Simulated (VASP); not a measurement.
# Al (P6_3/mmc) in VASP: a series of runs, part 2 of 2

VASP 6.6.1.

## (3) Single point, PBE+D3(BJ) (strain along c alone, the other axes held: -1.0 %)

Contents of INCAR:

```
SYSTEM = Al
  PREC = Accurate
  ENCUT = 520
  EDIFF = 1E-6
  ISMEAR = 0
  SIGMA = 0.1
  LREAL = .False.
  LASPH = .True.
  NELM = 80
  ALGO = Fast
  ISIF = 2
  LWAVE = .False.
  LCHARG = .False.
  GGA = PE
  IVDW = 12
  NBANDS = 14
```

Contents of KPOINTS:

```
regular mesh
0
Gamma
  21 21 6
  0 0 0
```

Contents of POSCAR:

```
Al
1.0
    2.8147782361      0.0000000000      0.0000000000
   -1.4073891181      2.4376694585      0.0000000000
    0.0000000000      0.0000000000      9.1493782728
Al
4
Direct
    0.0000000000      0.0000000000      0.0000000000
    0.3333333333      0.6666666667      0.2500000000
    0.0000000000      0.0000000000      0.5000000000
    0.6666666667      0.3333333333      0.7500000000
```

Potentials or basis: VASP PAW PBE potentials, release 64 (Al).

Run with:

```sh
$ cat potpaw_PBE.64/Al/POTCAR > POTCAR
$ mpirun -np 1 vasp_std > vasp.out
```

Run time: 57 s. Hardware: 1 thread of Intel Xeon 6975P-C (Granite Rapids), shared host; peak memory 0.27 GiB.

It converged, with:

```yaml
Free_energy: -16.3084 eV
Pressure: 0.8 GPa
Band_gap_on_the_k_mesh: zero (band 6 reaches 12.58 eV, above the bottom of band 7 at 6.91 eV)
Dispersion_energy_per_atom: -0.354 eV
```

Stress tensor (GPa, compression positive):
```
0.33 0.00 0.00
0.00 0.33 0.00
0.00 0.00 1.81
```

Levels at points of the mesh, in eV from the Fermi level:
| k point | band 3 | band 4 | band 5 | band 6 | band 7 | band 8 | band 9 | band 10 |
| --- | --- | --- | --- | --- | --- | --- | --- | --- |
| (0.00, 0.00, 0.00) | -9.74 | -4.78 | -4.40 | 3.62 | 3.63 | 10.97 | 10.97 | 11.11 |
| (0.00, 0.00, 0.50) | -7.58 | -7.58 | -0.84 | -0.84 | 8.64 | 8.64 | 11.31 | 11.31 |

Caveat: the cell differs from its parent crystal (strain along c alone, the other axes held: -1.0 %); pairwise dispersion overbinds metals, which lowers pressure and volume.

## (4) Single point, PBE+D3(BJ) (strain along c alone, the other axes held: +1.0 %)

Contents of INCAR:

```
  PREC = Accurate
  ENCUT = 520
  EDIFF = 1E-6
  ISMEAR = 0
  SIGMA = 0.1
  LREAL = F
  LASPH = T
  NELM = 100
  ALGO = Fast
  ISIF = 2
  LWAVE = F
  LCHARG = T
  GGA = PE
  IVDW = 12
  LELF = T
  LVHAR = T
  NBANDS = 14
```

Contents of KPOINTS:

```
regular mesh
0
Gamma
  21 21 6
```

Changes to POSCAR since step 3:

```diff
@@ -4,3 +4,3 @@
    -1.4073891181      2.4376694585      0.0000000000
-    0.0000000000      0.0000000000      9.1493782728
+    0.0000000000      0.0000000000      9.3342141975
 Al
```

Run with:

```sh
$ cat potpaw_PBE.64/Al/POTCAR > POTCAR
$ mpirun -np 1 vasp_std > vasp.out
```

Run time: 60 s. Hardware: 1 thread of Intel Xeon 6975P-C (Granite Rapids), shared host; peak memory 0.28 GiB.

The run converged. Its results:

```yaml
Free_energy: -16.3101 eV
Pressure: -0.9 GPa
Band_gap_on_the_k_mesh: zero (band 6 reaches 12.05 eV, above the bottom of band 7 at 6.77 eV)
Dispersion_energy_per_atom: -0.347 eV
```

Stress tensor (GPa, compression positive):
```
-0.67  0.00  0.00
 0.00 -0.67  0.00
 0.00  0.00 -1.23
```

Levels at points of the mesh, in eV from the Fermi level:
```csv
k point,band 4,band 5,band 6,band 7,band 8,band 9
"(0.00, 0.00, 0.00)",-4.80,-4.61,3.21,3.22,11.14,11.14
"(0.00, 0.00, 0.50)",-7.58,-1.09,-1.09,8.08,8.08,11.46
```

Caveat: the cell differs from its parent crystal (strain along c alone, the other axes held: +1.0 %); pairwise dispersion overbinds metals, which lowers pressure and volume.

## (5) Single point, PBE+D3(BJ) (strain along c alone, the other axes held: +2.0 %)

Contents of INCAR:

```
SYSTEM = Al
ALGO     = Fast           ! electronic algorithm
EDIFF    = 1E-6           ! SCF threshold, eV
ENCUT    = 520            ! plane-wave cutoff, eV
GGA      = PE             ! functional
ISIF     = 2              ! what is computed and relaxed
ISMEAR   = 0              ! smearing method
IVDW     = 12             ! dispersion correction
LASPH    = .TRUE.         ! aspherical terms in the spheres
LCHARG   = .FALSE.        ! write CHGCAR
LREAL    = .FALSE.        ! projectors in reciprocal space
LWAVE    = .FALSE.        ! write WAVECAR
NBANDS   = 14             ! bands
NELM     = 80             ! most SCF steps
PREC     = Accurate       ! precision mode
SIGMA    = 0.1            ! smearing width, eV
```

Contents of KPOINTS:

```
k-points
0
G
  21 21 6
  0 0 0
```

Changes to POSCAR since step 4:

```diff
@@ -4,3 +4,3 @@
    -1.4073891181      2.4376694585      0.0000000000
-    0.0000000000      0.0000000000      9.3342141975
+    0.0000000000      0.0000000000      9.4266321598
 Al
```

Potentials or basis: VASP PAW PBE potentials, release 64 (Al).

Run with:

```sh
$ cat potpaw_PBE.64/Al/POTCAR > POTCAR
$ mpirun -np 1 vasp_std > vasp.out
```

OUTCAR:

```text
SYSTEM = Al
   EDIFF = 1E-6
   ENCUT = 520
   GGA = PE
   ISIF = 2
   ISMEAR = 0
   IVDW = 12
   LASPH = .TRUE.
   LREAL = .FALSE.
   NELM = 80
   PREC = Accurate
 IVDW          = 12

 ion  position               nearest neighbor table
   1  0.000  0.000  0.000-   2 2.86   4 2.86   4 2.86   2 2.86   4 2.86   2 2.86
   2  0.333  0.667  0.250-   1 2.86   3 2.86   1 2.86   3 2.86   1 2.86   3 2.86
   3  0.000  0.000  0.500-   2 2.86   4 2.86   4 2.86   2 2.86   4 2.86   2 2.86
   4  0.667  0.333  0.750-   1 2.86   3 2.86   1 2.86   3 2.86   1 2.86   3 2.86

[... 616 lines left out ...]
  Direction    XX          YY          ZZ          XY          YZ          ZX
  --------------------------------------------------------------------------------------
  -------------------------------------------------------------------------------------
  Total      -0.39314    -0.39314    -1.12958     0.00000     0.00000    -0.00000
  in kB      -9.73839    -9.73839   -27.98024     0.00000     0.00000    -0.00000
  external pressure =      -15.82 kB  Pullay stress =        0.00 kB

 VOLUME and BASIS-vectors are now :
 -----------------------------------------------------------------------------
  energy-cutoff  :      520.00
  volume of cell :       64.68
      direct lattice vectors                 reciprocal lattice vectors
     2.814778236  0.000000000  0.000000000     0.355267775  0.205113945  0.000000000
    -1.407389118  2.437669458  0.000000000     0.000000000  0.410227891  0.000000000
     0.000000000  0.000000000  9.426632160     0.000000000  0.000000000  0.106082425

 POSITION                                       TOTAL-FORCE (eV/Angst)
 -----------------------------------------------------------------------------------
      0.00000      0.00000      0.00000        -0.000000      0.000000      0.000000
     -0.00000      1.62511      2.35666         0.000000     -0.000000      0.000000
      0.00000      0.00000      4.71332         0.000000      0.000000      0.000000
      1.40739      0.81256      7.06997         0.000000      0.000000      0.000000
 -----------------------------------------------------------------------------------
    total drift:                               -0.000000      0.000000      0.000000

  FREE ENERGIE OF THE ION-ELECTRON SYSTEM (eV)
  ---------------------------------------------------
  free  energy   TOTEN  =       -16.3021752333 eV

  energy  without entropy=      -16.2953979871  energy(sigma->0) =      -16.29878661
```

OSZICAR:

```text
N       E                     dE             d eps       ncg     rms          rms(c)
DAV:   1     0.616333562424E+01    0.61633E+01   -0.41099E+03  5376   0.656E+02
DAV:   2    -0.143335388726E+02   -0.20497E+02   -0.18866E+02  6988   0.897E+01
DAV:   3    -0.150175040650E+02   -0.68397E+00   -0.67626E+00  7092   0.131E+01
DAV:   4    -0.150224205084E+02   -0.49164E-02   -0.49155E-02  6498   0.137E+00
DAV:   5    -0.150224762601E+02   -0.55752E-04   -0.55750E-04  7136   0.152E-01    0.266E+00
RMM:   6    -0.149678034815E+02    0.54673E-01   -0.54517E-03  5403   0.432E-01    0.156E+00
RMM:   7    -0.149286758934E+02    0.39128E-01   -0.15031E-02  5555   0.693E-01    0.191E-01
RMM:   8    -0.149283693990E+02    0.30649E-03   -0.68339E-04  5836   0.174E-01    0.207E-02
RMM:   9    -0.149283742444E+02   -0.48454E-05   -0.10573E-04  6311   0.701E-02    0.316E-02
RMM:  10    -0.149283758913E+02   -0.16469E-05   -0.14617E-05  6353   0.268E-02    0.294E-02
RMM:  11    -0.149283791908E+02   -0.32995E-05   -0.41125E-06  5825   0.129E-02    0.990E-02
RMM:  12    -0.149283711549E+02    0.80359E-05   -0.34332E-06  5514   0.751E-03    0.249E-02
RMM:  13    -0.149283703939E+02    0.76105E-06   -0.34325E-07  3743   0.367E-03
   1 F= -.16302175E+02 E0= -.16298787E+02  d E =-.677725E-02
```

Run time: 60 s. Hardware: 1 thread of Intel Xeon 6975P-C (Granite Rapids), shared host; peak memory 0.28 GiB.

Results:

```yaml
Free_energy: -16.3022 eV
Pressure: -1.6 GPa
Band_gap_on_the_k_mesh: zero (band 6 reaches 11.84 eV, above the bottom of band 7 at 6.70 eV)
Dispersion_energy_per_atom: -0.343 eV
```

Caveat: the cell differs from its parent crystal (strain along c alone, the other axes held: +2.0 %); pairwise dispersion overbinds metals, which lowers pressure and volume.

## (6) Overview

```tsv
cell	gap on the mesh (eV)	pressure (GPa)
a = 2.815, b = 2.815, c = 9.057 Å, angles 90.0, 90.0, 120.0°, 4 atoms	none	1.8
a = 2.815, b = 2.815, c = 9.149 Å, angles 90.0, 90.0, 120.0°, 4 atoms	none	0.8
a = 2.815, b = 2.815, c = 9.334 Å, angles 90.0, 90.0, 120.0°, 4 atoms	none	-0.9
a = 2.815, b = 2.815, c = 9.427 Å, angles 90.0, 90.0, 120.0°, 4 atoms	none	-1.6
```

Alike in all rows: task single point; level PBE+D3(BJ); potentials or basis VASP PAW PBE potentials, release 64 (Al); no spin polarisation; k mesh 21 × 21 × 6; cutoff (eV) 520; smearing gaussian 0.1 eV.

Caveats: pairwise dispersion overbinds metals, which lowers pressure and volume.

Absolute energies hang on the potentials; compare differences alone.
